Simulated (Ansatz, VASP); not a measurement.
# One calculation of MnPt3, two programs

Contents of INCAR:

```
SYSTEM = MnPt3
PREC     = Accurate       ! precision mode
ENCUT    = 520            ! plane-wave cutoff, eV
EDIFF    = 1E-7           ! SCF threshold, eV
ISMEAR   = 0              ! smearing method
SIGMA    = 0.05           ! smearing width, eV
LREAL    = .False.        ! projectors in reciprocal space
LASPH    = .True.         ! aspherical terms in the spheres
NELM     = 150            ! most SCF steps
ALGO     = Normal         ! electronic algorithm
ISIF     = 2              ! what is computed and relaxed
LWAVE    = .False.        ! write WAVECAR
LCHARG   = .False.        ! write CHGCAR
ISPIN    = 2              ! spin polarisation
MAGMOM   = 3.5 -3.5 0 0 0 0 0 0 ! initial moments
LORBIT   = 11             ! projections on sites
LMAXMIX  = 4              ! l up to which the mixer works
NBANDS   = 57             ! bands
KPAR     = 4
```

File KPOINTS:

```
Automatic mesh
0
Gamma
  6 6 8
  0 0 0
```

File POSCAR:

```
MnPt3
1.0
    0.0000000000      3.8422971783      3.8422971783
    0.0000000000     -3.8422971783      3.8422971783
    3.8422971783      0.0000000000      0.0000000000
Mn Pt
2 6
Direct
    0.0000000000      0.0000000000      0.0000000000
    0.5000000000      0.5000000000      0.0000000000
    0.5000000000      0.0000000000      0.0000000000
    0.2500000000      0.2500000000      0.5000000000
    0.2500000000     -0.2500000000      0.5000000000
    1.0000000000      0.5000000000      0.0000000000
    0.7500000000      0.7500000000      0.5000000000
    0.7500000000      0.2500000000      0.5000000000
```

Input for Ansatz:

```yaml
crystal:
  lattice:
    - [0.0, 3.8422971783, 3.8422971783]
    - [0.0, -3.8422971783, 3.8422971783]
    - [3.8422971783, 0.0, 0.0]
  atoms:
    - { symbol: Mn, position: [0.0, 0.0, 0.0], spin: 3.5 }
    - { symbol: Pt, position: [0.5, 0.0, 0.0] }
    - { symbol: Pt, position: [0.25, 0.25, 0.5] }
    - { symbol: Pt, position: [0.25, -0.25, 0.5] }
    - { symbol: Mn, position: [0.5, 0.5, 0.0], spin: -3.5 }
    - { symbol: Pt, position: [1.0, 0.5, 0.0] }
    - { symbol: Pt, position: [0.75, 0.75, 0.5] }
    - { symbol: Pt, position: [0.75, 0.25, 0.5] }
basis:
  ecutwfc: 420
  ecutrho_ratio: 4
kpoints:
  mp_grid: { grid: [6, 6, 8] }
hamiltonian:
  xc: lda
scf:
  occupations: { method: gaussian, width: 0.05 }
  lower_state_search: "off"
output:
  forces: true
  stress: true
  eigenvalues: true
  populations: true
magnetization:
  spin_polarized: true
```

Alike in both runs: task single point; functional LDA; k mesh 6 × 6 × 8; occupations gaussian, width 0.05 eV; collinear spin.

|  | VASP | Ansatz |
| --- | --- | --- |
| version | VASP 6.6.1 | Ansatz 0.2.0 |
| potentials or method | VASP PAW LDA potentials, release 64 (Mn_pv, Pt), cutoff 520 eV | scalar-relativistic, plane waves, PAW |
| valence electrons in the cell | 86 | 138 |

```csv
,VASP,Ansatz,Ansatz less VASP
gap on the k mesh at the Fermi level (eV),none,none,-
pressure (GPa),-0.5,-0.8,-0.23
net moment per atom (μB),0.00,0.00,0.000
size of the moment on the site where the two differ most (μB),3.42,3.48,+0.066
```

LDA's correlation is that of Perdew and Zunger in VASP and of Perdew and Wang (1992) in Ansatz. Site moments also hang on the region over which each program counts them. A gap of «none» marks a metal or a gap that the smearing closes. VASP's potentials hold 86 valence electrons a cell and Ansatz's 138, so a difference there can come from the potentials and not from the codes.

Spin-orbit coupling is off throughout.
